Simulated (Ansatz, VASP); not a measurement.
One calculation of SrHgN, two programs

```xyz
3
Lattice="4.3900 0.0000 0.0000 -2.1950 3.8019 0.0000 0.0000 0.0000 4.2859" Properties=species:S:1:pos:R:3 pbc="T T T"
Sr    0.0000    0.0000    0.0000
Hg    0.0000    2.5346    2.1430
N     2.1950    1.2673    2.1430
```

Change from the starting cell: species swapped into the TbCuSi type (P-6m2, No. 187).

Alike in both runs: task relaxation of cell and atoms; functional PBE; k mesh 6 × 6 × 4; occupations gaussian, width 0.1 eV; no spin polarisation.

```csv
,VASP,Ansatz
version,VASP 6.6.1,Ansatz 0.2.0
potentials or method,"VASP PAW PBE potentials, release 64 (Sr_sv, Hg, N), cutoff 600 eV","scalar-relativistic, plane waves, PAW"
valence electrons in the cell,27,35
```

```csv
,VASP,Ansatz,Ansatz less VASP
"gap on the k mesh at the Fermi level, each at its own relaxed structure (eV)",none,none,-
relaxed volume (Å³/atom),21.49,21.44,-0.052
relaxed length of the cell vector where the two differ most in proportion (Å),4.221,4.213,-0.0078
```

A gap of «none» marks a metal or a gap that the smearing closes. VASP's potentials hold 27 valence electrons a cell and Ansatz's 35, so a difference there can come from the potentials and not from the codes.

The k mesh is coarse, so the values compare programs but aren't converged. Neither program's run includes spin-orbit coupling.
